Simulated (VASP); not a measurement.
Wanted: the native input for a VASP 6.6.1 run.

- Task: single point
- Functional: PBE
- Potentials or basis: VASP PAW PBE potentials, release 64 (Rb_sv)
- Cutoff: 520 eV
- k mesh: 12 × 12 × 12
- Occupations: fermi-dirac, width 0.08 eV
- Spin: no spin polarisation
- Dipole correction: no
- Further INCAR settings: ALGO = Normal; EDIFF = 1e-07; NBANDS = 10

The structure of Rb lies in POSCAR:

```
Rb
1.0
    0.0000000000      2.6789890589      2.6789890589
    2.6789890589      0.0000000000      2.6789890589
    2.6789890589      2.6789890589      0.0000000000
Rb
1
Direct
    0.0000000000      0.0000000000      0.0000000000
```

These files were run (other wordings do the same):

INCAR

```
SYSTEM = Rb
ALGO     = Normal         ! electronic algorithm
EDIFF    = 1E-7           ! SCF threshold, eV
ENCUT    = 520            ! plane-wave cutoff, eV
GGA      = PE             ! functional
ISIF     = 2              ! what is computed and relaxed
ISMEAR   = -1             ! smearing method
LASPH    = .TRUE.         ! aspherical terms in the spheres
LCHARG   = .TRUE.         ! write CHGCAR
LELF     = .TRUE.         ! ELF
LREAL    = .FALSE.        ! projectors in reciprocal space
LVHAR    = .TRUE.       
LWAVE    = .FALSE.        ! write WAVECAR
NBANDS   = 10             ! bands
NELM     = 80             ! most SCF steps
PREC     = Accurate       ! precision mode
SIGMA    = 0.08           ! smearing width, eV
```

KPOINTS

```
k-points
0
G
  12 12 12
  0 0 0
```

Potentials or basis: VASP PAW PBE potentials, release 64 (Rb_sv).

Launch:

```bash
$ cat potpaw_PBE.64/Rb_sv/POTCAR > POTCAR
$ mpirun -np 1 vasp_std > vasp.out
```

It gave:

The pressure is 10.0 GPa.

Run time: 35 s on 1 thread of Intel(R) Xeon(R) Platinum 8259CL CPU @ 2.50GHz (Skylake/Cascade Lake) (shared host), peak memory 0.16 GiB.
